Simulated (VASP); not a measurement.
# Rh (Fm-3m) in VASP: a series of runs, part 2 of 2

VASP 6.6.1.

### Step 3. Single point, PBEsol (volume scaled by 1.01)

INCAR reads:

```
ALGO     = Normal         # electronic algorithm
EDIFF    = 1E-7           # SCF threshold, eV
ENCUT    = 520            # plane-wave cutoff, eV
GGA      = PS             # functional
ISIF     = 2              # what is computed and relaxed
ISMEAR   = -1             # smearing method
LASPH    = T              # aspherical terms in the spheres
LCHARG   = F              # write CHGCAR
LREAL    = F              # projectors in reciprocal space
LWAVE    = F              # write WAVECAR
NBANDS   = 14             # bands
NELM     = 100            # most SCF steps
PREC     = Accurate       # precision mode
SIGMA    = 0.08           # smearing width, eV
```

KPOINTS reads:

```
k-points
0
Gamma
  16 16 16
```

POSCAR reads:

```
Rh
1.0
    0.0000000000      1.9078674883      1.9078674883
    1.9078674883      0.0000000000      1.9078674883
    1.9078674883      1.9078674883      0.0000000000
Rh
1
Direct
    0.0000000000      0.0000000000      0.0000000000
```

Potentials or basis: VASP PAW PBE potentials, release 64 (Rh_pv).

Started as:

```console
cat potpaw_PBE.64/Rh_pv/POTCAR > POTCAR
mpirun -np 1 vasp_std > vasp.out
```

OUTCAR:

```text
EDIFF = 1E-7
   ENCUT = 520
   GGA = PS
   ISIF = 2
   ISMEAR = -1
   LASPH = T
   LREAL = F
   NELM = 100
   PREC = Accurate

 ion  position               nearest neighbor table
   1  0.000  0.000  0.000-

  LATTYP: Found a face centered cubic cell.
 ALAT       =     3.8157349766

  Lattice vectors:

 A1 = (   0.0000000000,   1.9078674883,   1.9078674883)
 A2 = (   1.9078674883,   0.0000000000,   1.9078674883)
 A3 = (   1.9078674883,   1.9078674883,   0.0000000000)

Analysis of symmetry for initial positions (statically):
=====================================================================
 Subroutine PRICEL returns:
 Original cell was already a primitive cell.

 Routine SETGRP: Setting up the symmetry group for a
 face centered cubic supercell.

 Subroutine GETGRP returns: Found 48 space group operations
 (whereof 48 operations were pure point group operations)
 out of a pool of 48 trial point group operations.

The static configuration has the point symmetry O_h .

Analysis of symmetry for dynamics (positions and initial velocities):
=====================================================================
[... 160 lines left out ...]
 Fermi energy:        11.5643396846

 k-point     1 :       0.0000    0.0000    0.0000
  band No.  band energies     occupation
      1     -34.7451      2.00000
      2     -34.7451      2.00000
      3     -34.7451      2.00000
      4       3.5902      2.00000
      5       8.5236      2.00000
      6       8.5236      2.00000
      7       8.5236      2.00000
      8      10.6028      1.99999
      9      10.6028      1.99999
     10      27.5100      0.00000
     11      31.9710      0.00000
     12      32.9024      0.00000
     13      32.9024      0.00000
     14      32.9024      0.00000
[... 377 lines left out ...]
      1     -34.8123      2.00000
      2     -34.7654      2.00000
      3     -34.7503      2.00000
      4       3.9991      2.00000
      5       8.3256      2.00000
      6       8.6680      2.00000
      7       8.7147      2.00000
      8      10.4180      2.00000
      9      10.6276      1.99998
     10      28.0829      0.00000
     11      31.2131      0.00000
     12      31.9752      0.00000
     13      32.9412      0.00000
     14      33.7512      0.00000

 [... further k-points ...]
[... 5 lines left out ...]
  --------------------------------------------------------------------------------------
  -------------------------------------------------------------------------------------
  Total       -0.6542664     -0.6542664     -0.6542664      0.0000000      0.0000000     -0.0000000
  in kB      -75.4728239    -75.4728239    -75.4728239      0.0000000      0.0000000     -0.0000000
  external PRESSURE =     -75.4728239 kB  Pullay stress =       0.0000000 kB

 VOLUME and BASIS-vectors are now :
 -----------------------------------------------------------------------------
  energy-cutoff  :      520.00
  volume of cell :       13.89
      direct lattice vectors                 reciprocal lattice vectors
     0.000000000  1.907867488  1.907867488    -0.262072708  0.262072708  0.262072708
     1.907867488  0.000000000  1.907867488     0.262072708 -0.262072708  0.262072708
     1.907867488  1.907867488  0.000000000     0.262072708  0.262072708 -0.262072708

 POSITION                                       TOTAL-FORCE (eV/Angst)
 -----------------------------------------------------------------------------------
      0.00000      0.00000      0.00000        -0.000000      0.000000     -0.000000
 -----------------------------------------------------------------------------------
    total drift:                                0.000000      0.000000      0.000000

  FREE ENERGIE OF THE ION-ELECTRON SYSTEM (eV)
  ---------------------------------------------------
  free  energy   TOTEN  =        -8.1426988407 eV

  energy  without entropy=       -8.1127060812  energy(sigma->0) =       -8.12770246
```

stdout:

```text
POSCAR found type information on POSCAR Rh
 POSCAR found :  1 types and       1 ions
 scaLAPACK will be used
 -----------------------------------------------------------------------------
|                                                                             |
|                                                                             |
|     You enforced a specific xc type in the INCAR file but a different       |
|     I HOPE YOU KNOW WHAT YOU ARE DOING!                                     |
|                                                                             |
 -----------------------------------------------------------------------------

 LDA part: xc-table for (Slater+PW92), standard interpolation
 POSCAR, INCAR and KPOINTS ok, starting setup
 FFT: planning ... GRIDC
 FFT: planning ... GRID_SOFT
 FFT: planning ... GRID
 WAVECAR not read
 entering main loop
```

Wall time 9.3 s (1 thread of Intel Xeon 6975P-C (Granite Rapids), shared host); peak memory 0.14 GiB.

Results:

- Free energy: -8.1427 eV
- Pressure: -7.5 GPa

Levels at points of the mesh, in eV from the Fermi level:
```tsv
k point	band 5	band 6	band 7	band 8	band 9	band 10
(0.00, 0.00, 0.00)	-3.04	-3.04	-3.04	-0.96	-0.96	15.95
(0.50, 0.00, 0.00)	-3.11	-3.11	0.58	0.58	0.67	8.49
(0.50, 0.50, 0.00)	-5.88	0.55	0.98	0.98	3.17	12.10
```

Caveat: the PAW data sets were made with another functional, which shifts forces and pressure a little.

### Step 4. Single point, PBEsol (volume scaled by 1.02)

INCAR reads:

```
SYSTEM = Rh
PREC = Accurate ; ENCUT = 520
EDIFF = 1E-6 ; ISMEAR = -1
SIGMA = 0.08 ; LREAL = .FALSE.
LASPH = .TRUE. ; NELM = 60
ALGO = Normal ; ISIF = 2
LWAVE = .FALSE. ; LCHARG = .FALSE.
GGA = PS ; NBANDS = 14
```

KPOINTS reads:

```
regular mesh
0
G
  16 16 16
  0 0 0
```

POSCAR reads:

```
Rh
1.0
    0.0000000000      1.9141434134      1.9141434134
    1.9141434134      0.0000000000      1.9141434134
    1.9141434134      1.9141434134      0.0000000000
Rh
1
Direct
    0.0000000000      0.0000000000      0.0000000000
```

Potentials or basis: VASP PAW PBE potentials, release 64 (Rh_pv).

Started as:

```console
cat potpaw_PBE.64/Rh_pv/POTCAR > POTCAR
mpirun -np 1 vasp_std > vasp.out
```

OUTCAR:

```text
SYSTEM = Rh
   PREC = Accurate
   ENCUT = 520
   EDIFF = 1E-6
   ISMEAR = -1
   LREAL = .FALSE.
   LASPH = .TRUE.
   NELM = 60
   ISIF = 2
   GGA = PS

 ion  position               nearest neighbor table
   1  0.000  0.000  0.000-

  LATTYP: Found a face centered cubic cell.
 ALAT       =     3.8282868268

  Lattice vectors:

 A1 = (   0.0000000000,   1.9141434134,   1.9141434134)
 A2 = (   1.9141434134,   0.0000000000,   1.9141434134)
 A3 = (   1.9141434134,   1.9141434134,   0.0000000000)

Analysis of symmetry for initial positions (statically):
[... 578 lines left out ...]
      9      10.4633      1.99998
     10      27.8985      0.00000
     11      30.9875      0.00000
     12      31.8251      0.00000
     13      32.7005      0.00000
     14      33.5132      0.00000

 [... further k-points ...]
[... 5 lines left out ...]
  --------------------------------------------------------------------------------------
  -------------------------------------------------------------------------------------
  Total       -0.8763586     -0.8763586     -0.8763586      0.0000000      0.0000000     -0.0000000
  in kB     -100.1011387   -100.1011387   -100.1011387      0.0000000      0.0000000     -0.0000000
  external PRESSURE =    -100.1011387 kB  Pullay stress =       0.0000000 kB

 VOLUME and BASIS-vectors are now :
 -----------------------------------------------------------------------------
  energy-cutoff  :      520.00
  volume of cell :       14.03
      direct lattice vectors                 reciprocal lattice vectors
     0.000000000  1.914143413  1.914143413    -0.261213447  0.261213447  0.261213447
     1.914143413  0.000000000  1.914143413     0.261213447 -0.261213447  0.261213447
     1.914143413  1.914143413  0.000000000     0.261213447  0.261213447 -0.261213447

 POSITION                                       TOTAL-FORCE (eV/Angst)
 -----------------------------------------------------------------------------------
      0.00000      0.00000      0.00000         0.000000     -0.000000      0.000000
 -----------------------------------------------------------------------------------
    total drift:                                0.000000     -0.000000      0.000000

  FREE ENERGIE OF THE ION-ELECTRON SYSTEM (eV)
  ---------------------------------------------------
  free  energy   TOTEN  =        -8.1352572306 eV

  energy  without entropy=       -8.1048035299  energy(sigma->0) =       -8.12003038
```

OSZICAR:

```text
N       E                     dE             d eps       ncg     rms          rms(c)
DAV:   1     0.121529817327E+03    0.12153E+03   -0.87471E+03  4060   0.114E+03
DAV:   2    -0.716790680259E+01   -0.12870E+03   -0.12318E+03  4516   0.343E+02
DAV:   3    -0.876744611038E+01   -0.15995E+01   -0.15971E+01  4942   0.419E+01
DAV:   4    -0.877345875963E+01   -0.60126E-02   -0.60122E-02  4720   0.263E+00
DAV:   5    -0.877351257166E+01   -0.53812E-04   -0.53813E-04  4846   0.221E-01    0.105E+01
DAV:   6    -0.815805176285E+01    0.61546E+00   -0.10623E+00  4384   0.141E+01    0.316E+00
DAV:   7    -0.813989372432E+01    0.18158E-01   -0.21563E-02  4678   0.161E+00    0.151E+00
DAV:   8    -0.813543469531E+01    0.44590E-02   -0.43775E-03  4342   0.904E-01    0.181E-01
DAV:   9    -0.813525212781E+01    0.18257E-03   -0.20572E-04  4342   0.203E-01    0.234E-02
DAV:  10    -0.813525712843E+01   -0.50006E-05   -0.26349E-06  4632   0.184E-02    0.435E-03
DAV:  11    -0.813525723065E+01   -0.10222E-06   -0.48109E-07  2168   0.960E-03
   1 F= -.81352572E+01 E0= -.81200304E+01  d E =-.304537E-01
```

It took 8.5 s on 1 thread of Intel Xeon 6975P-C (Granite Rapids), shared host; peak memory 0.14 GiB.

Results:

| Quantity | Value |
| --- | --- |
| Free energy | -8.1353 eV |
| Pressure | -10.0 GPa |

Caveat: the PAW data sets were made with another functional, which shifts forces and pressure a little.

### Step 5. The runs side by side

```csv
cell,gap on the mesh (eV),pressure (GPa)
"a = 2.680 Å, angles 60.0°, 1 atom",none,-2.2
"a = 2.698 Å, angles 60.0°, 1 atom",none,-7.5
"a = 2.707 Å, angles 60.0°, 1 atom",none,-10.0
```

Alike in all rows: task single point; level PBEsol; potentials or basis VASP PAW PBE potentials, release 64 (Rh_pv); no spin polarisation; k mesh 16 × 16 × 16; cutoff (eV) 520; smearing fermi-dirac 0.08 eV.

Caveats: the PAW data sets were made with another functional, which shifts forces and pressure a little.

Total energies depend on the potentials used, so only differences within one code and one set of settings carry meaning.
